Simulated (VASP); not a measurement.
A run of VASP 6.6.1 is set up as follows.

The input INCAR:

```
SYSTEM = SrO
ALGO = Normal ; EDIFF = 1E-6
ENCUT = 520 ; GGA = PS
ISIF = 2 ; ISMEAR = 0
LASPH = .True. ; LCHARG = .False.
LREAL = .False. ; LWAVE = .False.
NBANDS = 24 ; NELM = 60
PREC = Accurate ; SIGMA = 0.05
```

KPOINTS

```
k-points
0
Gamma
  8 8 10
  0 0 0
```

The input POSCAR:

```
SrO
1.0
    4.3552935363      0.0000000000      0.0000000000
    0.0000000000      4.3552935363      0.0000000000
    0.0000000000      0.0000000000      3.3297523946
Sr O
2 2
Direct
    0.5000000000      0.0000000000      0.3152586956
    0.0000000000      0.5000000000      0.6847413044
    0.0000000000      0.0000000000      0.0000000000
    0.5000000000      0.5000000000      0.0000000000
```

Potentials or basis: VASP PAW PBE potentials, release 64 (Sr_sv, O).

Launch:

```console
$ cat potpaw_PBE.64/Sr_sv/POTCAR potpaw_PBE.64/O/POTCAR > POTCAR
$ mpirun -np 1 vasp_std > vasp.out
```

Task: What does it give for the largest force?

Result: 0.078 eV/Å.

Task: Predict the pressure.

Result: 2.5 GPa.

Task: Predict the band gap on the k mesh.

Result: 3.51 eV, indirect (least direct gap 3.56 eV).

Forces on the atoms (eV/Å):
```
Sr   0.000  0.000  0.078
Sr   0.000  0.000 -0.078
O    0.000  0.000  0.000
O    0.000  0.000  0.000
```

Caveat: the PAW data sets were made with another functional, which shifts forces and pressure a little. A k mesh can miss the band edges.
